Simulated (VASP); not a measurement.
# Co (P6_3/mmc) in VASP: settings compared, part 2 of 3

VASP 6.6.1.

### 3 Single point, PBEsol, collinear spin, ferrimagnetic start

Input file INCAR:

```
SYSTEM = Co
  PREC = Accurate
  ENCUT = 520
  EDIFF = 1E-6
  ISMEAR = -1
  SIGMA = 0.05
  LREAL = .FALSE.
  LASPH = .TRUE.
  NELM = 150
  ALGO = Fast
  ISIF = 2
  LWAVE = .FALSE.
  LCHARG = .FALSE.
  ISPIN = 2
  MAGMOM = 0.68 -2.21 1.27 0.83
  LORBIT = 11
  LMAXMIX = 4
  GGA = PS
  NBANDS = 30
```

Input file KPOINTS:

```
regular mesh
0
G
  12 12 4
  0 0 0
```

Input file POSCAR:

```
Co
1.0
    2.4705617809      0.0000000000      0.0000000000
   -1.2352808905      2.1395692639      0.0000000000
    0.0000000000      0.0000000000      8.0882338000
Co
4
Direct
    0.6666666667      0.3333333333      0.7500000000
    0.0000000000      0.0000000000      0.5000000000
    0.3333333333      0.6666666667      0.2500000000
    0.0000000000      0.0000000000      0.0000000000
```

Potentials or basis: VASP PAW PBE potentials, release 64 (Co).

On the command line:

```sh
> cat potpaw_PBE.64/Co/POTCAR > POTCAR
> mpirun -np 1 vasp_std > vasp.out
```

Run time: 7.3 min. Hardware: 1 thread of AMD EPYC 7R13 (Zen 3), shared host; peak memory 0.22 GiB.

The run converged. Its results:

```
Free energy                                           : -30.3691 eV
Pressure                                              : -12.5 GPa
Largest force                                         : 0.433 eV/Å
Net moment                                            : 2.22 μB per cell
Site moments                                          : Co -0.14, -0.73, +1.52, +1.58 μB
Valence electrons inside the program's atomic spheres : Co 8.31, 8.30, 8.29
```

Forces in eV/Å, atoms in the order of the input:
```
Co   0.000  0.000 -0.368
Co   0.000  0.000  0.433
Co   0.000  0.000 -0.234
Co   0.000  0.000  0.170
```

Stress tensor (GPa, compression positive):
```
-11.89   0.00   0.00
  0.00 -11.89   0.00
  0.00   0.00 -13.84
```

Levels at points of the mesh, in eV from the Fermi level:
Spin up:
```tsv
k point	band 15	band 16	band 17	band 18	band 19	band 20	band 21	band 22	band 23	band 24
(0.00, 0.00, 0.00)	-1.55	-1.26	-1.26	-0.98	-0.98	-0.27	-0.25	-0.25	0.29	0.29
(0.50, 0.00, 0.00)	-0.51	-0.06	0.13	0.27	0.46	0.51	0.83	1.47	2.89	3.41
(0.00, 0.00, 0.50)	-1.63	-1.58	-1.24	-1.24	-0.91	-0.91	-0.24	-0.24	0.27	0.27
(0.50, 0.00, 0.50)	-0.70	-0.58	-0.51	0.14	0.51	0.83	1.41	1.80	2.93	3.24
```
Spin down:
```csv
k point,band 15,band 16,band 17,band 18,band 19,band 20
"(0.00, 0.00, 0.00)",-1.05,-0.74,-0.74,-0.25,-0.24,-0.24
"(0.50, 0.00, 0.00)",0.38,0.47,0.56,0.81,0.87,1.14
"(0.00, 0.00, 0.50)",-1.15,-1.15,-0.65,-0.65,-0.24,-0.24
"(0.50, 0.00, 0.50)",-0.07,0.06,0.36,0.64,1.14,1.21
```

Caveat: the PAW data sets were made with another functional, which shifts forces and pressure a little.

### 4 Single point, PBE, collinear spin, ferromagnetic start

Input file INCAR:

```
PREC = Accurate
ENCUT = 520
EDIFF = 1E-7
ISMEAR = 0
SIGMA = 0.011
LREAL = False
LASPH = True
NELM = 150
ALGO = Normal
ISIF = 2
LWAVE = False
LCHARG = False
ISPIN = 2
MAGMOM = 2 2 2 2
LORBIT = 11
LMAXMIX = 4
GGA = PE
NBANDS = 30
```

Input file KPOINTS:

```
Automatic mesh
0
Gamma
  12 12 4
```

POSCAR is that of step 3.

Potentials or basis: VASP PAW PBE potentials, release 64 (Co).

On the command line:

```sh
> cat potpaw_PBE.64/Co/POTCAR > POTCAR
> mpirun -np 1 vasp_std > vasp.out
```

OUTCAR:

```text
PREC = Accurate
   ENCUT = 520
   EDIFF = 1E-7
   ISMEAR = 0
   LREAL = False
   LASPH = True
   NELM = 150
   ISIF = 2
   ISPIN = 2
   LORBIT = 11
   GGA = PE

 ion  position               nearest neighbor table
   1  0.667  0.333  0.750-   2 2.47   4 2.47   2 2.47   4 2.47   2 2.47   4 2.47
   2  0.000  0.000  0.500-   1 2.47   3 2.47   1 2.47   3 2.47   1 2.47   3 2.47
   3  0.333  0.667  0.250-   2 2.47   4 2.47   2 2.47   4 2.47   2 2.47   4 2.47
   4  0.000  0.000  0.000-   1 2.47   3 2.47   1 2.47   3 2.47   1 2.47   3 2.47

  LATTYP: Found a hexagonal cell.
 ALAT       =     2.4705617809
 C/A-ratio  =     3.2738439745

  Lattice vectors:

 A1 = (   2.4705617809,   0.0000000000,   0.0000000000)
 A2 = (  -1.2352808905,   2.1395692639,   0.0000000000)
 A3 = (   0.0000000000,   0.0000000000,   8.0882338000)

Analysis of symmetry for initial positions (statically):
=====================================================================
 Subroutine PRICEL returns:
 Original cell was already a primitive cell.

 Routine SETGRP: Setting up the symmetry group for a
 hexagonal supercell.

 Subroutine GETGRP returns: Found 24 space group operations
 (whereof 12 operations were pure point group operations)
 out of a pool of 24 trial point group operations.

The static configuration has the point symmetry D_3d.
 The point group associated with its full space group is D_6h.

Analysis of symmetry for dynamics (positions and initial velocities):
=====================================================================
 Subroutine PRICEL returns:
 Original cell was already a primitive cell.

 Routine SETGRP: Setting up the symmetry group for a
 hexagonal supercell.

 Subroutine GETGRP returns: Found 24 space group operations
 (whereof 12 operations were pure point group operations)
 out of a pool of 24 trial point group operations.

The dynamic configuration has the point symmetry D_3d.
 The point group associated with its full space group is D_6h.

Analysis of structural, dynamic, and magnetic symmetry:
=====================================================================
 Subroutine PRICEL returns:
 Original cell was already a primitive cell.

 Routine SETGRP: Setting up the symmetry group for a
 hexagonal supercell.

 Subroutine GETGRP returns: Found 24 space group operations
 (whereof 12 operations were pure point group operations)
 out of a pool of 24 trial point group operations.

The overall configuration has the point symmetry D_3d.
 The point group associated with its full space group is D_6h.

 Subroutine INISYM returns: Found 24 space group operations
 (whereof 12 operations are pure point group operations),
 and found     1 'primitive' translations

----------------------------------------------------------------------------------------

                                     Primitive cell

  volume of cell :      42.7539

  direct lattice vectors                    reciprocal lattice vectors
     2.470561781  0.000000000  0.000000000     0.404766239  0.233691897  0.000000000
[... 80 lines left out ...]
 SYSTEM =  unknown system
   PREC   = accura    normal or accurate (medium, high low for compatibility)
   ISTART =      0    job   : 0-new  1-cont  2-samecut
   ICHARG =      2    charge: 1-file 2-atom 10-const
   ISPIN  =      2    spin polarized calculation?
   LNONCOLLINEAR =      F non collinear calculations
   LSORBIT =      F    spin-orbit coupling
   LASPH  =      T    aspherical Exc in radial PAW
   ENCUT  =  520.0 eV  38.22 Ry    6.18 a.u.   4.59  4.59 15.04*2*pi/ulx,y,z
   NELM   =    150;   NELMIN=  2; NELMDL= -5     # of ELM steps
   EDIFF  = 0.1E-06   stopping-criterion for ELM
   LREAL  =      F    real-space projection
   EDIFFG = 0.1E-05   stopping-criterion for IOM
   NSW    =      0    number of steps for IOM
   IBRION =     -1    ionic relax: 0-MD 1-quasi-New 2-CG
   NFREE  =      0    steps in history (QN), initial steepest desc. (CG)
   ISIF   =      2    stress and relaxation
   ISYM   =      2    0-nonsym 1-usesym 2-fastsym
   POTIM  = 0.5000    time-step for ionic-motion
   TEBEG  =    0.0;   TEEND  =   0.0 temperature during run
   PSTRESS=    0.0 pullay stress
   NELECT =      36.0000    total number of electrons
   NUPDOWN=      -1.0000    fix difference up-down
   EMIN   =  10.00;   EMAX   =-10.00  energy-range for DOS
   EFERMI =   0.00;   METHOD = LEGACY
   ISMEAR =     0;   SIGMA  =   0.01  broadening in eV -4-tet -1-fermi 0-gaus
   EFERMI_NEDOS =   21; number of points for ismear=-14 and -15
   IALGO  =     38    algorithm
   IMIX   =      4    mixing-type and parameters
     AMIX     =   0.40;   BMIX     =  1.00
     AMIX_MAG =   1.60;   BMIX_MAG =  1.00
  volume/ion in A,a.u.               =      10.69        72.13
  Fermi-wavevector in a.u.,A,eV,Ry     =   1.545908  2.921343 32.515647  2.389833
  Thomas-Fermi vector in A             =   2.651220
   LORBIT       =     11    0 simple, 1 ext, 2 COOP (PROOUT), +10 PAW based schemes
   GGA     = PE    functional components
   LHFCALC =     F    Hartree Fock is set to
   AEXX    =    0.0000 exact exchange contribution
   IVDW    =     0    specifies the selected vdW correction
   LEPSILON=     F    determine dielectric tensor
   LRPA    =     F    only Hartree local field effects (RPA)
 spin polarized calculation
 Gauss-broadening in eV      SIGMA  =   0.01
  energy-cutoff  :      520.00
  volume of cell :       42.75
 maximum number of plane-waves:      1170
   NGX =  9   NGY =  9   NGZ = 31

 number of electron      35.9999991 magnetization       6.5845219

 Free energy of the ion-electron system (eV)
  ---------------------------------------------------
  ext. energy  EPLUGINS =         0.00000000
  ---------------------------------------------------
  free energy    TOTEN  =       -28.10064312 eV

  energy without entropy =      -28.10027346  energy(sigma->0) =      -28.10045829

 E-fermi :  10.5287     XC(G=0): -13.4930

 val. band max:       10.5276694821   @ k =   0.5000   0.0000   0.2500
 cond. band min:      10.5399046166   @ k =   0.2500   0.0833   0.2500
 fundamental gap:      0.0122351344
 Fermi energy:        10.5286815579

 spin component 1

 k-point     1 :       0.0000    0.0000    0.0000
  band No.  band energies     occupation
      1       1.4637      1.00000
      2       3.6786      1.00000
      3       3.7046      1.00000
      4       5.2555      1.00000
      5       7.4487      1.00000
      6       7.4858      1.00000
[... 781 lines left out ...]
     29      25.3015      0.00000
     30      26.1555      0.00000

 [... further k-points ...]

 spin component 2

 k-point     1 :       0.0000    0.0000    0.0000
  band No.  band energies     occupation
      1       1.4814      1.00000
      2       3.7817      1.00000
      3       3.7824      1.00000
      4       6.1908      1.00000
      5       8.7996      1.00000
      6       8.8649      1.00000
[... 781 lines left out ...]
     29      25.6828      0.00000
     30      26.5656      0.00000

 [... further k-points ...]
[... 5 lines left out ...]
  --------------------------------------------------------------------------------------
  -------------------------------------------------------------------------------------
  Total        1.4045889      1.4045889      0.2430549     -0.0000000     -0.0000000      0.0000000
  in kB       52.6361417     52.6361417      9.1083409     -0.0000000     -0.0000000      0.0000000
  external PRESSURE =      38.1268748 kB  Pullay stress =       0.0000000 kB

 VOLUME and BASIS-vectors are now :
 -----------------------------------------------------------------------------
  energy-cutoff  :      520.00
  volume of cell :       42.75
      direct lattice vectors                 reciprocal lattice vectors
     2.470561781  0.000000000  0.000000000     0.404766239  0.233691897  0.000000000
    -1.235280890  2.139569264  0.000000000     0.000000000  0.467383794  0.000000000
     0.000000000  0.000000000  8.088233800     0.000000000  0.000000000  0.123636386

 POSITION                                       TOTAL-FORCE (eV/Angst)
 -----------------------------------------------------------------------------------
      1.23528      0.71319      6.06618         0.000000      0.000000     -0.000000
      0.00000      0.00000      4.04412         0.000000     -0.000000     -0.000000
     -0.00000      1.42638      2.02206        -0.000000      0.000000      0.000000
      0.00000      0.00000      0.00000         0.000000     -0.000000     -0.000000
 -----------------------------------------------------------------------------------
    total drift:                                0.000000     -0.000000      0.000000

  FREE ENERGIE OF THE ION-ELECTRON SYSTEM (eV)
  ---------------------------------------------------
  free  energy   TOTEN  =       -28.1006431220 eV

  energy  without entropy=      -28.1002734610  energy(sigma->0) =      -28.10045829

 total charge

# of ion       s       p       d       tot
------------------------------------------
    1        0.497   0.539   7.263   8.298
    2        0.498   0.535   7.272   8.304
    3        0.497   0.539   7.263   8.298
    4        0.498   0.535   7.272   8.304
--------------------------------------------------
tot          1.988   2.148  29.069  33.205

 magnetization (x)

# of ion       s       p       d       tot
------------------------------------------
    1       -0.013  -0.052   1.738   1.673
    2       -0.013  -0.049   1.711   1.649
    3       -0.013  -0.052   1.738   1.673
    4       -0.013  -0.049   1.711   1.649
--------------------------------------------------
tot         -0.052  -0.201   6.896   6.643
```

stdout:

```text
POSCAR found type information on POSCAR Co
 POSCAR found :  1 types and       4 ions
 scaLAPACK will be used
 LDA part: xc-table for (Slater+PW92), standard interpolation
 POSCAR, INCAR and KPOINTS ok, starting setup
 FFT: planning ... GRIDC
 FFT: planning ... GRID_SOFT
 FFT: planning ... GRID
 WAVECAR not read
 entering main loop
```

Run time: 5.5 min. Hardware: 1 thread of AMD EPYC 7R13, shared host; peak memory 0.2 GiB.

What came out:

```yaml
Free_energy: -28.1006 eV
Pressure: 3.8 GPa
Net_moment: 6.58 μB per cell
Site_moments: Co +1.67, +1.65 μB
Valence_electrons_inside_the_program's_atomic_spheres: Co 8.30
```

[end of part 2 of 3]
